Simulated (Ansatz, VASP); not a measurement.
**Two plane-wave programs on Al12H**

File INCAR:

```
PREC     = Accurate       # precision mode
ENCUT    = 520            # plane-wave cutoff, eV
EDIFF    = 1E-7           # SCF threshold, eV
ISMEAR   = 0              # smearing method
SIGMA    = 0.1            # smearing width, eV
LREAL    = False          # projectors in reciprocal space
LASPH    = True           # aspherical terms in the spheres
NELM     = 80             # most SCF steps
ALGO     = Normal         # electronic algorithm
ISIF     = 2              # what is computed and relaxed
LWAVE    = False          # write WAVECAR
LCHARG   = True           # write CHGCAR
LDIPOL   = True         
IDIPOL   = 3            
DIPOL    = 0.5 0.5 0.307
GGA      = PE             # functional
IVDW     = 12             # dispersion correction
LELF     = True           # ELF
LVHAR    = True         
LVACPOTAV= True         
NBANDS   = 30             # bands
```

The input KPOINTS:

```
Automatic mesh
0
Gamma
  6 6 1
```

The input POSCAR:

```
Al12H
1.0
    5.6314608525      0.0000000000      0.0000000000
   -2.8157304263      4.8769881587      0.0000000000
    0.0000000000      0.0000000000     21.5684292007
Al H
12 1
Direct
    0.3333333333      0.1666666667      0.1854562501
    0.3333333333      0.6666666667      0.1854562501
    0.8333333333      0.1666666667      0.1854562501
    0.8333333333      0.6666666667      0.1854562501
    0.1666666667      0.3333333333      0.2913950739
    0.1666666667      0.8333333333      0.2913950739
    0.6666666667      0.3333333333      0.2913950739
    0.6666666667      0.8333333333      0.2913950739
    0.0000000000      0.0000000000      0.3972671872
    0.0000000000      0.5000000000      0.3972671872
    0.5000000000      0.0000000000      0.3972671872
    0.5000000000      0.5000000000      0.3972671872
    0.3333333333      0.1666666667      0.4992681247
```

Input for Ansatz:

```yaml
crystal:
  lattice:
    - [5.6314608525, 0.0, 0.0]
    - [-2.8157304263, 4.8769881587, 0.0]
    - [0.0, 0.0, 21.5684292007]
  atoms:
    - { symbol: Al, position: [0.3333333333, 0.1666666667, 0.1854562501] }
    - { symbol: Al, position: [0.3333333333, 0.6666666667, 0.1854562501] }
    - { symbol: Al, position: [0.8333333333, 0.1666666667, 0.1854562501] }
    - { symbol: Al, position: [0.8333333333, 0.6666666667, 0.1854562501] }
    - { symbol: Al, position: [0.1666666667, 0.3333333333, 0.2913950739] }
    - { symbol: Al, position: [0.1666666667, 0.8333333333, 0.2913950739] }
    - { symbol: Al, position: [0.6666666667, 0.3333333333, 0.2913950739] }
    - { symbol: Al, position: [0.6666666667, 0.8333333333, 0.2913950739] }
    - { symbol: Al, position: [0.0, 0.0, 0.3972671872] }
    - { symbol: Al, position: [0.0, 0.5, 0.3972671872] }
    - { symbol: Al, position: [0.5, 0.0, 0.3972671872] }
    - { symbol: Al, position: [0.5, 0.5, 0.3972671872] }
    - { symbol: H, position: [0.3333333333, 0.1666666667, 0.4992681247] }
basis:
  ecutwfc: 420
kpoints:
  mp_grid: { grid: [6, 6, 1] }
hamiltonian:
  xc: pbe
  pseudopotentials: { kind: paw, azcp: { folder: soft_1 } }
  dispersion: d3bj
scf:
  occupations: { method: gaussian, width: 0.1 }
output:
  forces: true
  eigenvalues: true
efield:
  axis: 3
  dipole_correction: true
  ramp_width: 0.04
```

Alike in both runs: task single point; functional PBE; dispersion D3(BJ); k mesh 6 × 6 × 1; occupations gaussian, width 0.1 eV; no spin polarisation.

|  | VASP | Ansatz |
| --- | --- | --- |
| version | VASP 6.6.1 | Ansatz 0.2.0 |
| potentials or method | VASP PAW PBE potentials, release 64 (Al, H), cutoff 520 eV | scalar-relativistic, plane waves, PAW |
| valence electrons in the cell | 37 | 37 |

Ansatz gave:

* gap on the k mesh at the Fermi level (eV): none
* rms of the force components (eV/Å): 0.277
* work function, face that differs most (eV): 3.95

**Question.** Estimate VASP's values.

**Answer.** gap on the k mesh at the Fermi level (eV): none; rms of the force components (eV/Å): 0.277; work function, face that differs most (eV): 3.96.

Atom by atom the forces differ by 0.000 eV/Å (rms over components). A gap of «none» marks a metal or a gap that the smearing closes.
